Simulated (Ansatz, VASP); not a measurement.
## ZrAl3N4: VASP beside Ansatz

```
CELL_PARAMETERS angstrom
3.02626 0.00000 0.00000
0.00000 3.02626 0.00000
0.00000 0.00000 8.51172
ATOMIC_POSITIONS crystal
Zr 0.50000 0.50000 0.00000
Al 0.00000 0.00000 0.73260
Al 0.00000 0.00000 0.26740
Al 0.50000 0.50000 0.50000
N 0.00000 0.00000 0.00000
N 0.50000 0.50000 0.27002
N 0.00000 0.00000 0.50000
N 0.50000 0.50000 0.72998
```

Alike in both runs: task single point; functional PBE; k mesh 6 × 6 × 2; occupations gaussian, width 0.1 eV; collinear spin.

|  | VASP | Ansatz |
| --- | --- | --- |
| version | VASP 6.6.1 | Ansatz 0.2.0 |
| potentials or method | VASP PAW PBE potentials, release 64 (Zr_sv, Al, N), cutoff 520 eV | scalar-relativistic, plane waves, PAW |
| valence electrons in the cell | 41 | 41 |

|  | VASP | Ansatz | Ansatz less VASP |
| --- | --- | --- | --- |
| gap on the k mesh at the Fermi level (eV) | none | none | - |
| pressure (GPa) | 0.0 | 0.0 | +0.04 |
| traceless stress, the component that is largest in VASP (GPa) | -0.08 | -0.02 | +0.059 |
| net moment per atom (μB) | 0.00 | 0.00 | 0.000 |

A gap of «none» marks a metal or a gap that the smearing closes. Ansatz's warnings: seeded moment not kept.

The k mesh is coarse, so the values compare programs but aren't converged.
